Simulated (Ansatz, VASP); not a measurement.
**One calculation of Si, two programs**

```
Si
1.0
    -1.61030    1.61911    1.31237
     1.61830   -1.62054    1.32399
     1.63276    1.64300   -1.31413
Si
1
Direct
  0.98622 0.98437 0.99946
```

Change from the starting cell: cell strained at random at fixed volume.

Alike in both runs: task single point; functional PBE; k mesh 13 × 13 × 13; occupations fermi-dirac, width 0.05 eV; no spin polarisation.

```csv
,VASP,Ansatz
version,VASP 6.6.1,Ansatz 0.2.0
potentials or method,"VASP PAW PBE potentials, release 64 (Si), cutoff 520 eV","all-electron LAPW, scalar-relativistic"
```

|  | VASP | Ansatz | Ansatz less VASP |
| --- | --- | --- | --- |
| gap on the k mesh at the Fermi level (eV) | none | none | - |
| pressure (GPa) | 3.5 | 3.6 | +0.09 |
| traceless stress, the component that is largest in VASP (GPa) | -1.58 | -1.55 | +0.032 |

A gap of «none» marks a metal or a gap that the smearing closes. Ansatz ran all-electron here, and VASP with PAW potentials.
